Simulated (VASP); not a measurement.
SiO2: single point with PBE

SiO2:

```
CELL_PARAMETERS angstrom
4.63322 0.00000 0.00000
0.00000 4.63322 0.00000
0.00000 0.00000 2.60804
ATOMIC_POSITIONS crystal
Si 0.50000 0.50000 0.50000
Si 0.00000 0.00000 0.00000
O 0.69301 0.69301 0.00000
O 0.19301 0.80699 0.50000
O 0.30699 0.30699 0.00000
O 0.80699 0.19301 0.50000
```

```json
{
  "Program": "VASP 6.6.1",
  "Task": "single point",
  "Functional": "PBE",
  "Potentials or basis": "VASP PAW PBE potentials, release 64 (Si, O)",
  "Cutoff": "520 eV",
  "k mesh": "6 × 6 × 10",
  "Occupations": "gaussian, width 0.05 eV",
  "Spin": "no spin polarisation",
  "Dipole correction": "no",
  "Further INCAR settings": "ALGO = Normal; EDIFF = 1e-06; NBANDS = 25"
}
```

```json
{
  "Pressure": "-25.4 GPa",
  "Largest force": "2.217 eV/Å",
  "Band gap on the k mesh": "3.05 eV"
}
```

Forces on the atoms (eV/Å):
```
Si   0.000  0.000  0.000
Si   0.000  0.000  0.000
O   -1.567 -1.567  0.000
O   -1.567  1.567  0.000
O    1.567  1.567  0.000
O    1.567 -1.567  0.000
```

Stress tensor (GPa, compression positive):
```
-37.37   0.00   0.00
  0.00 -37.37   0.00
  0.00   0.00  -1.39
```

Levels at points of the mesh, in eV from the valence-band top:
| k point | band 14 | band 15 | band 16 | band 17 | band 18 | band 19 |
| --- | --- | --- | --- | --- | --- | --- |
| (0.00, 0.00, 0.00) | -0.83 | -0.83 | 0.00 | 3.05 | 7.76 | 8.14 |
| (0.50, 0.00, 0.00) | -1.63 | -1.01 | -1.01 | 5.76 | 5.76 | 9.28 |
| (0.50, 0.50, 0.00) | -1.91 | -1.90 | -1.90 | 6.07 | 6.07 | 9.77 |
| (0.00, 0.00, 0.50) | -1.93 | -1.83 | -1.83 | 6.65 | 6.65 | 9.77 |
| (0.50, 0.00, 0.50) | -1.86 | -1.18 | -1.18 | 6.66 | 6.66 | 7.22 |
| (0.50, 0.50, 0.50) | -1.50 | -1.05 | -1.05 | 5.02 | 5.02 | 9.11 |

It took 100 s on 1 thread of Intel Xeon 8259CL, on a shared host, peak memory 0.2 GiB.

Caveat: the cell stands under tension; forces of over 1 eV/Å act on the atoms, so gaps and moduli don't describe the material at rest. A k mesh can miss the band edges.
